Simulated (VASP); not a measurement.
# BAs (F-43m) in VASP: a series of runs, part 2 of 2

VASP 6.6.1. Earlier steps stand in the parts before.

**3. Electric field gradients, PBE (volume scaled by 0.96)**

The input, INCAR:

```
ALGO = Normal
EDIFF = 1E-8
ENCUT = 520
GGA = PE
ISIF = 2
ISMEAR = -1
LASPH = True
LCHARG = False
LEFG = True
LREAL = False
LWAVE = False
NBANDS = 11
NELM = 60
PREC = Accurate
SIGMA = 0.03
```

The input, KPOINTS:

```
k-points
0
Gamma
  15 15 15
```

The input, POSCAR:

```
BAs
1.0
    0.0000000000      2.3562190158      2.3562190158
    2.3562190158      0.0000000000      2.3562190158
    2.3562190158      2.3562190158      0.0000000000
B As
1 1
Direct
    0.0000000000      0.0000000000      0.0000000000
    0.7500000000      0.7500000000      0.7500000000
```

Potentials or basis: VASP PAW PBE potentials, release 64 (B, As).

Command:

```
$ cat potpaw_PBE.64/B/POTCAR potpaw_PBE.64/As/POTCAR > POTCAR
$ mpirun -np 1 vasp_std > vasp.out
```

OUTCAR:

```text
EDIFF = 1E-8
   ENCUT = 520
   GGA = PE
   ISIF = 2
   ISMEAR = -1
   LASPH = True
   LREAL = False
   NELM = 60
   PREC = Accurate

 ion  position               nearest neighbor table
   1  0.000  0.000  0.000-   2 2.04   2 2.04   2 2.04   2 2.04
   2  0.750  0.750  0.750-   1 2.04   1 2.04   1 2.04   1 2.04

  LATTYP: Found a face centered cubic cell.
 ALAT       =     4.7124380316

  Lattice vectors:

 A1 = (   0.0000000000,   2.3562190158,   2.3562190158)
 A2 = (   2.3562190158,   0.0000000000,   2.3562190158)
 A3 = (   2.3562190158,   2.3562190158,   0.0000000000)

Analysis of symmetry for initial positions (statically):
=====================================================================
 Subroutine PRICEL returns:
 Original cell was already a primitive cell.

 Routine SETGRP: Setting up the symmetry group for a
 face centered cubic supercell.

 Subroutine GETGRP returns: Found 24 space group operations
 (whereof 24 operations were pure point group operations)
 out of a pool of 48 trial point group operations.

The static configuration has the point symmetry T_d .

Analysis of symmetry for dynamics (positions and initial velocities):
=====================================================================
 Subroutine PRICEL returns:
 Original cell was already a primitive cell.

 Routine SETGRP: Setting up the symmetry group for a
 face centered cubic supercell.

 Subroutine GETGRP returns: Found 24 space group operations
 (whereof 24 operations were pure point group operations)
 out of a pool of 48 trial point group operations.

The dynamic configuration has the point symmetry T_d .

 Subroutine INISYM returns: Found 24 space group operations
[... 161 lines left out ...]
      8      11.7966      0.00000
      9      16.3714      0.00000
     10      19.7023      0.00000
     11      19.7023      0.00000
[... 309 lines left out ...]
 k-point    24 :       0.2000    0.1333    0.0000
  band No.  band energies     occupation
      1      -8.5186      2.00000
      2       3.7245      2.00000
      3       4.8107      2.00000
      4       5.0688      2.00000
      5       9.1137      0.00000
      6      11.9122      0.00000
      7      12.3254      0.00000
      8      12.9184      0.00000
      9      16.5967      0.00000
     10      18.7644      0.00000
     11      19.9434      0.00000

 [... further k-points ...]
[... 5 lines left out ...]
  --------------------------------------------------------------------------------------
  -------------------------------------------------------------------------------------
  Total        1.6166331      1.6166331      1.6166331     -0.0000000     -0.0000000      0.0000000
  in kB       99.0022512     99.0022512     99.0022512     -0.0000000     -0.0000000      0.0000000
  external PRESSURE =      99.0022512 kB  Pullay stress =       0.0000000 kB

 VOLUME and BASIS-vectors are now :
 -----------------------------------------------------------------------------
  energy-cutoff  :      520.00
  volume of cell :       26.16
      direct lattice vectors                 reciprocal lattice vectors
     0.000000000  2.356219016  2.356219016    -0.212204382  0.212204382  0.212204382
     2.356219016  0.000000000  2.356219016     0.212204382 -0.212204382  0.212204382
     2.356219016  2.356219016  0.000000000     0.212204382  0.212204382 -0.212204382

 POSITION                                       TOTAL-FORCE (eV/Angst)
 -----------------------------------------------------------------------------------
      0.00000      0.00000      0.00000        -0.000000     -0.000000     -0.000000
      3.53433      3.53433      3.53433         0.000000      0.000000      0.000000
 -----------------------------------------------------------------------------------
    total drift:                                0.000000      0.000000      0.000000

  FREE ENERGIE OF THE ION-ELECTRON SYSTEM (eV)
  ---------------------------------------------------
  free  energy   TOTEN  =       -11.3619356516 eV

  energy  without entropy=      -11.3619356515  energy(sigma->0) =      -11.36193565

 Electric field gradients (V/A^2)
---------------------------------------------------------------------
 ion       V_xx      V_yy      V_zz      V_xy      V_xz      V_yz
---------------------------------------------------------------------
   1      -0.000    -0.000     0.000    -0.000    -0.000    -0.000
   2      -0.000     0.000     0.000     0.000     0.000     0.000
---------------------------------------------------------------------

 Electric field gradients after diagonalization (V/A^2)
 (convention: |V_zz| > |V_xx| > |V_yy|)
----------------------------------------------------------------------
 ion       V_xx      V_yy      V_zz     asymmetry (V_yy - V_xx)/ V_zz
----------------------------------------------------------------------
   1       0.000     0.000    -0.000       0.000
   2      -0.000    -0.000     0.000       0.000
----------------------------------------------------------------------

           NMR quadrupolar parameters

 Cq : quadrupolar parameter    Cq=e*Q*V_zz/h
 eta: asymmetry parameters     (V_yy - V_xx)/ V_zz
 Q  : nuclear electric quadrupole moment in mb (millibarn)
----------------------------------------------------------------------
 ion       Cq(MHz)       eta       Q (mb)
----------------------------------------------------------------------
   1      -0.000       0.000       1.000
   2       0.000       0.000       1.000
----------------------------------------------------------------------
```

stdout:

```text
POSCAR found type information on POSCAR B As
 POSCAR found :  2 types and       2 ions
 scaLAPACK will be used
 LDA part: xc-table for (Slater+PW92), standard interpolation
 POSCAR, INCAR and KPOINTS ok, starting setup
 FFT: planning ... GRIDC
 FFT: planning ... GRID_SOFT
 FFT: planning ... GRID
 WAVECAR not read
 entering main loop
ion   1

ion   2
```

Wall time 28 s (1 thread of AMD EPYC 9R45 (Zen 5), shared host); peak memory 0.15 GiB.

What came out:

```
Free energy            : -11.3619 eV
Pressure               : 9.9 GPa
Band gap on the k mesh : 1.13 eV, indirect (least direct gap 3.33 eV)
```

Caveat: the cell differs from its parent crystal (volume scaled by 0.96); without QUAD_EFG the Cq values of the log hold for a quadrupole moment of 1 mb, not for the nuclei. A k mesh can miss the band edges.

**4. Electric field gradients, PBE**

This run uses another cell than the first one, of 13.63 Å³/atom, 1.020 times its volume.

The input, INCAR:

```
SYSTEM = BAs
ALGO     = Normal         ! electronic algorithm
EDIFF    = 1E-8           ! SCF threshold, eV
ENCUT    = 520            ! plane-wave cutoff, eV
GGA      = PE             ! functional
ISIF     = 2              ! what is computed and relaxed
ISMEAR   = -1             ! smearing method
LASPH    = .True.         ! aspherical terms in the spheres
LCHARG   = .False.        ! write CHGCAR
LEFG     = .True.       
LREAL    = .False.        ! projectors in reciprocal space
LWAVE    = .False.        ! write WAVECAR
NBANDS   = 11             ! bands
NELM     = 60             ! most SCF steps
PREC     = Accurate       ! precision mode
SIGMA    = 0.03           ! smearing width, eV
```

The input, KPOINTS:

```
k-points
0
Gamma
  15 15 15
  0 0 0
```

The input, POSCAR:

```
BAs
1.0
    0.0000000000      2.3885000000      2.3885000000
    2.3885000000      0.0000000000      2.3885000000
    2.3885000000      2.3885000000      0.0000000000
B As
1 1
Direct
    0.0000000000      0.0000000000      0.0000000000
    0.7500000000      0.7500000000      0.7500000000
```

Potentials or basis: VASP PAW PBE potentials, release 64 (B, As).

Command:

```
$ cat potpaw_PBE.64/B/POTCAR potpaw_PBE.64/As/POTCAR > POTCAR
$ mpirun -np 1 vasp_std > vasp.out
```

OUTCAR:

```text
SYSTEM = BAs
   EDIFF = 1E-8
   ENCUT = 520
   GGA = PE
   ISIF = 2
   ISMEAR = -1
   LASPH = .True.
   LREAL = .False.
   NELM = 60
   PREC = Accurate

 ion  position               nearest neighbor table
   1  0.000  0.000  0.000-   2 2.07   2 2.07   2 2.07   2 2.07
   2  0.750  0.750  0.750-   1 2.07   1 2.07   1 2.07   1 2.07

  LATTYP: Found a face centered cubic cell.
 ALAT       =     4.7770000000

  Lattice vectors:

 A1 = (   0.0000000000,   2.3885000000,   2.3885000000)
 A2 = (   2.3885000000,   0.0000000000,   2.3885000000)
 A3 = (   2.3885000000,   2.3885000000,   0.0000000000)

Analysis of symmetry for initial positions (statically):
=====================================================================
 Subroutine PRICEL returns:
 Original cell was already a primitive cell.

 Routine SETGRP: Setting up the symmetry group for a
 face centered cubic supercell.

 Subroutine GETGRP returns: Found 24 space group operations
[... 523 lines left out ...]
  volume of cell :       27.25
      direct lattice vectors                 reciprocal lattice vectors
     0.000000000  2.388500000  2.388500000    -0.209336404  0.209336404  0.209336404
     2.388500000  0.000000000  2.388500000     0.209336404 -0.209336404  0.209336404
     2.388500000  2.388500000  0.000000000     0.209336404  0.209336404 -0.209336404

 POSITION                                       TOTAL-FORCE (eV/Angst)
 -----------------------------------------------------------------------------------
      0.00000      0.00000      0.00000         0.000000     -0.000000     -0.000000
      3.58275      3.58275      3.58275        -0.000000      0.000000      0.000000
 -----------------------------------------------------------------------------------
    total drift:                                0.000000      0.000000      0.000000

  FREE ENERGIE OF THE ION-ELECTRON SYSTEM (eV)
  ---------------------------------------------------
  free  energy   TOTEN  =       -11.4067935238 eV

  energy  without entropy=      -11.4067935238  energy(sigma->0) =      -11.40679352

 Electric field gradients (V/A^2)
---------------------------------------------------------------------
 ion       V_xx      V_yy      V_zz      V_xy      V_xz      V_yz
---------------------------------------------------------------------
   1       0.000    -0.000    -0.000    -0.000    -0.000    -0.000
   2      -0.000    -0.000     0.000     0.000     0.000     0.000
---------------------------------------------------------------------

 Electric field gradients after diagonalization (V/A^2)
 (convention: |V_zz| > |V_xx| > |V_yy|)
----------------------------------------------------------------------
 ion       V_xx      V_yy      V_zz     asymmetry (V_yy - V_xx)/ V_zz
----------------------------------------------------------------------
   1       0.000     0.000    -0.000       0.000
   2      -0.000    -0.000     0.000       0.000
----------------------------------------------------------------------

           NMR quadrupolar parameters

 Cq : quadrupolar parameter    Cq=e*Q*V_zz/h
 eta: asymmetry parameters     (V_yy - V_xx)/ V_zz
 Q  : nuclear electric quadrupole moment in mb (millibarn)
----------------------------------------------------------------------
 ion       Cq(MHz)       eta       Q (mb)
----------------------------------------------------------------------
   1      -0.000       0.000       1.000
   2       0.000       0.000       1.000
----------------------------------------------------------------------
```

It took 28 s on 1 thread of AMD EPYC 9R45 (Zen 5), shared host; peak memory 0.15 GiB.

Results:

```
Free energy            : -11.4068 eV
Pressure               : 3.4 GPa
Band gap on the k mesh : 1.18 eV, indirect (least direct gap 3.28 eV)
```

Caveat: without QUAD_EFG the Cq values of the log hold for a quadrupole moment of 1 mb, not for the nuclei. A k mesh can miss the band edges.

**5. The runs side by side**

```tsv
cell	gap on the mesh (eV)	pressure (GPa)
a = 3.355 Å, angles 60.0°, 2 atoms	1.15	6.5
a = 3.332 Å, angles 60.0°, 2 atoms	1.13	9.9
a = 3.378 Å, angles 60.0°, 2 atoms	1.18	3.4
```

Alike in all rows: task electric field gradients; level PBE; potentials or basis VASP PAW PBE potentials, release 64 (B, As); no spin polarisation; k mesh 15 × 15 × 15; cutoff (eV) 520; smearing fermi-dirac 0.03 eV.

Absolute energies hang on the potentials; compare differences alone.
